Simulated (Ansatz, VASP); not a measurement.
One calculation of MgTe4, two programs

File INCAR:

```
ALGO = Normal
EDIFF = 1E-6
ENCUT = 520
GGA = PE
ISIF = 2
ISMEAR = 0
LASPH = T
LCHARG = F
LREAL = F
LWAVE = F
NBANDS = 21
NELM = 80
PREC = Accurate
SIGMA = 0.1
```

Contents of KPOINTS:

```
k-points
0
Gamma
  4 4 4
```

File POSCAR:

```
MgTe4
1.0
    5.2529386000      0.0000000000      0.0000000000
    0.0000000000      5.2529386000      0.0000000000
    0.0000000000      0.0000000000      5.2529386000
Mg Te
1 4
Direct
    0.0000000000      0.0000000000      0.0000000000
    0.5000000000      0.5000000000      0.5000000000
    0.0000000000      0.5000000000      0.5000000000
    0.5000000000      0.0000000000      0.5000000000
    0.5000000000      0.5000000000      0.0000000000
```

Input for Ansatz:

```yaml
crystal:
  lattice:
    - [5.2529386, 0.0, 0.0]
    - [0.0, 5.2529386, 0.0]
    - [0.0, 0.0, 5.2529386]
  atoms:
    - { symbol: Mg, position: [0.0, 0.0, 0.0] }
    - { symbol: Te, position: [0.5, 0.5, 0.5] }
    - { symbol: Te, position: [0.0, 0.5, 0.5] }
    - { symbol: Te, position: [0.5, 0.0, 0.5] }
    - { symbol: Te, position: [0.5, 0.5, 0.0] }
basis:
  ecutwfc: 420
kpoints:
  mp_grid: { grid: [4, 4, 4] }
hamiltonian:
  xc: pbe
scf:
  occupations: { method: gaussian, width: 0.1 }
  lower_state_search: "off"
output:
  forces: true
  stress: true
  eigenvalues: true
```

Change from the starting cell: species swapped into the Mn4N type (Pm-3m, No. 221).

Alike in both runs: task single point; functional PBE; k mesh 4 × 4 × 4; occupations gaussian, width 0.1 eV; no spin polarisation.

|  | VASP | Ansatz |
| --- | --- | --- |
| version | VASP 6.6.1 | Ansatz 0.2.0 |
| potentials or method | VASP PAW PBE potentials, release 64 (Mg, Te), cutoff 520 eV | scalar-relativistic, plane waves, PAW |
| valence electrons in the cell | 26 | 74 |

```tsv
	VASP	Ansatz	Ansatz less VASP
gap on the k mesh at the Fermi level (eV)	none	none	-
pressure (GPa)	18.4	18.2	-0.15
```

A gap of «none» marks a metal or a gap that the smearing closes. VASP's potentials hold 26 valence electrons a cell and Ansatz's 74, so a difference there can come from the potentials and not from the codes.

Spin-orbit coupling is off throughout.
